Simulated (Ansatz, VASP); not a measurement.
Two plane-wave programs on MgS

INCAR

```
PREC = Accurate
ENCUT = 520
EDIFF = 1E-7
ISMEAR = 0
SIGMA = 0.05
LREAL = False
LASPH = True
NELM = 100
ALGO = Normal
ISIF = 2
LWAVE = False
LCHARG = False
GGA = CA
NBANDS = 11
```

File KPOINTS:

```
Automatic mesh
0
Gamma
  8 8 8
```

Contents of POSCAR:

```
MgS
1.0
    0.0000000000      2.6016500000      2.6016500000
    2.6016500000      0.0000000000      2.6016500000
    2.6016500000      2.6016500000      0.0000000000
Mg S
1 1
Direct
    0.0000000000      0.0000000000      0.0000000000
    0.4855860704      0.4855860704      0.5144139296
```

Input for Ansatz:

```yaml
crystal:
  lattice:
    - [0.0, 2.60165, 2.60165]
    - [2.60165, 0.0, 2.60165]
    - [2.60165, 2.60165, 0.0]
  atoms:
    - { symbol: Mg, position: [0.0, 0.0, 0.0] }
    - { symbol: S, position: [0.4855860704, 0.4855860704, 0.5144139296] }
basis:
  ecutwfc: 420
kpoints:
  mp_grid: { grid: [8, 8, 8] }
hamiltonian:
  xc: lda
scf:
  occupations: { method: gaussian, width: 0.05 }
output:
  forces: true
  stress: true
  eigenvalues: true
```

Change from the starting cell: all S atoms moved +0.075 Å, as atom 2 towards its neighbour atom 1 (Mg) at 2.602 Å.

Alike in both runs: task single point; functional LDA; k mesh 8 × 8 × 8; occupations gaussian, width 0.05 eV; no spin polarisation.

|  | VASP | Ansatz |
| --- | --- | --- |
| version | VASP 6.6.1 | Ansatz 0.2.0 |
| potentials or method | VASP PAW LDA potentials, release 64 (Mg, S), cutoff 520 eV | scalar-relativistic, plane waves, PAW |
| valence electrons in the cell | 8 | 16 |

|  | VASP | Ansatz | Ansatz less VASP |
| --- | --- | --- | --- |
| gap on the k mesh at the Fermi level (eV) | 2.56 | 2.56 | +0.002 |
| least direct gap on the mesh (eV) | 3.49 | 3.48 | -0.011 |
| pressure (GPa) | -3.7 | -3.1 | +0.57 |
| traceless stress, the component that is largest in VASP (GPa) | 0.45 | 0.45 | -0.002 |
| rms of the force components (eV/Å) | 0.112 | 0.112 | +0.0001 |

LDA's correlation is that of Perdew and Zunger in VASP and of Perdew and Wang (1992) in Ansatz. Atom by atom the forces differ by 0.000 eV/Å (rms over components). VASP's potentials hold 8 valence electrons a cell and Ansatz's 16, so a difference there can come from the potentials and not from the codes.
